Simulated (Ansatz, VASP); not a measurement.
**BaTiO3 in VASP and in Ansatz**

Contents of INCAR:

```
SYSTEM = BaTiO3
ALGO = Normal
EDIFF = 1E-6
ENCUT = 520
GGA = PE
ISIF = 2
ISMEAR = -1
LASPH = .TRUE.
LCHARG = .FALSE.
LREAL = .FALSE.
LWAVE = .FALSE.
NBANDS = 28
NELM = 80
PREC = Accurate
SIGMA = 0.08
```

The input KPOINTS:

```
k-points
0
G
  7 7 7
  0 0 0
```

File POSCAR:

```
BaTiO3
1.0
    4.0130884697      0.0000000000      0.0000000000
    0.0000000000      4.0130884697      0.0000000000
    0.0000000000      0.0000000000      4.0313489353
Ba Ti O
1 1 3
Direct
    0.0000000000      0.0000000000      0.0000000000
    0.5000000000      0.5000000000      0.4820000000
    0.5000000000      0.5000000000      0.0160000000
    0.5000000000      0.0000000000      0.5150000000
    0.0000000000      0.5000000000      0.5150000000
```

Input for Ansatz:

```yaml
crystal:
  lattice:
    - [4.0130884697, 0.0, 0.0]
    - [0.0, 4.0130884697, 0.0]
    - [0.0, 0.0, 4.0313489353]
  atoms:
    - { symbol: Ba, position: [0.0, 0.0, 0.0] }
    - { symbol: Ti, position: [0.5, 0.5, 0.482] }
    - { symbol: O, position: [0.5, 0.5, 0.016] }
    - { symbol: O, position: [0.5, 0.0, 0.515] }
    - { symbol: O, position: [0.0, 0.5, 0.515] }
kpoints:
  mp_grid: { grid: [7, 7, 7] }
  band_path:
    path:
      - [0.0, 0.0, 0.0]
      - [0.0, 0.5, 0.0]
      - [0.5, 0.5, 0.0]
      - [0.0, 0.0, 0.0]
      - [0.0, 0.0, 0.5]
      - [0.0, 0.5, 0.5]
      - [0.5, 0.5, 0.5]
      - [0.0, 0.0, 0.5]
      - [0.0, 0.5, 0.0]
    npoints: 5
scf:
  occupations: { method: fermi_dirac, width: 0.08 }
hamiltonian:
  xc: pbe
  pseudopotentials: { kind: all_electron, lapw: { basis_error: 0.001 } }
output:
  forces: true
  stress: true
  eigenvalues: true
```

Change from the starting cell: volume scaled by 1.01.

Alike in both runs: task single point; functional PBE; k mesh 7 × 7 × 7; occupations fermi-dirac, width 0.08 eV; no spin polarisation.

|  | VASP | Ansatz |
| --- | --- | --- |
| version | VASP 6.6.1 | Ansatz 0.2.0 |
| potentials or method | VASP PAW PBE potentials, release 64 (Ba_sv, Ti_sv, O), cutoff 520 eV | all-electron LAPW, scalar-relativistic |

Ansatz gave:

- pressure (GPa): 1.0
- traceless stress, the component that is largest in VASP (GPa): 0.93
- rms of the force components (eV/Å): 0.125

Problem. Which values does VASP return?

Solution. Pressure (GPa): 2.7; traceless stress, the component that is largest in VASP (GPa): 1.00; rms of the force components (eV/Å): 0.116.

Atom by atom the forces differ by 0.019 eV/Å (rms over components). Ansatz ran all-electron here, and VASP with PAW potentials.

Neither program's run includes spin-orbit coupling.
